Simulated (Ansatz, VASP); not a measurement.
**One calculation of MnSn3, two programs**

```
Sn Mn
1.0
     0.00000    3.59620    3.59620
     3.59620    0.00000    3.59620
     3.59620    3.59620    0.00000
Sn Mn
3 1
Direct
  0.25000 0.25000 0.25000
  0.75000 0.75000 0.75000
  0.50000 0.50000 0.50000
  0.00000 0.00000 0.00000
```

Alike in both runs: task single point; functional r2SCAN; k mesh 10 × 10 × 10; occupations gaussian, width 0.1 eV; collinear spin.

|  | VASP | Ansatz |
| --- | --- | --- |
| version | VASP 6.6.1 | Ansatz 0.2.0 |
| potentials or method | VASP PAW PBE potentials, release 64 (Sn_d, Mn_pv), cutoff 520 eV | scalar-relativistic, plane waves, PAW |
| valence electrons in the cell | 55 | 57 |

VASP gave:

```
gap on the k mesh at the Fermi level (eV)                     : none
pressure (GPa)                                                : 3.4
net moment per atom (μB)                                      : 1.04
size of the moment on the site where the two differ most (μB) : 4.20
```

Q: Which values does Ansatz return?

A: gap on the k mesh at the Fermi level (eV): none; pressure (GPa): 3.4; net moment per atom (μB): 1.04; size of the moment on the site where the two differ most (μB): 4.36.

VASP's potentials were made for PBE, not for r2SCAN. Site moments also hang on the region over which each program counts them. A gap of «none» marks a metal or a gap that the smearing closes. VASP's potentials hold 55 valence electrons a cell and Ansatz's 57, so a difference there can come from the potentials and not from the codes. Ansatz's warnings: stability check not made.
